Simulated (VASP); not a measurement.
A run of VASP 6.6.1 is set up as follows.

File INCAR:

```
SYSTEM = CaO
ALGO     = Normal         ! electronic algorithm
EDIFF    = 1E-8           ! SCF threshold, eV
ENCUT    = 600            ! plane-wave cutoff, eV
GGA      = PS             ! functional
IBRION   = 6              ! ionic algorithm
ISIF     = 3              ! what is computed and relaxed
ISMEAR   = 0              ! smearing method
LASPH    = .True.         ! aspherical terms in the spheres
LCHARG   = .False.        ! write CHGCAR
LREAL    = .False.        ! projectors in reciprocal space
LWAVE    = .False.        ! write WAVECAR
NBANDS   = 15             ! bands
NELM     = 60             ! most SCF steps
NFREE    = 2            
NSW      = 1              ! ionic steps
POTIM    = 0.015          ! step
PREC     = Accurate       ! precision mode
SIGMA    = 0.01           ! smearing width, eV
```

The input KPOINTS:

```
k-points
0
Gamma
  8 8 8
  0 0 0
```

The input POSCAR:

```
CaO
1.0
    0.0000000000      2.3835738961      2.3835738961
    2.3835738961      0.0000000000      2.3835738961
    2.3835738961      2.3835738961      0.0000000000
Ca O
1 1
Direct
    0.0000000000      0.0000000000      0.0000000000
    0.5000000000      0.5000000000      0.5000000000
```

Potentials or basis: VASP PAW PBE potentials, release 64 (Ca_sv, O).

Launch:

```bash
$ cat potpaw_PBE.64/Ca_sv/POTCAR potpaw_PBE.64/O/POTCAR > POTCAR
$ mpirun -np 1 vasp_std > vasp.out
```

(1) Estimate the elastic constants C11, C12, C44.

(2) What does it give for the Voigt bulk modulus?

(3) Estimate the highest phonon frequency at Γ, LO-TO splitting left out.

Answers

(1) 235, 59, 77 GPa.

(2) 117 GPa.

(3) 280 cm⁻¹.

Caveat: the PAW data sets were made with another functional, which shifts forces and pressure a little.
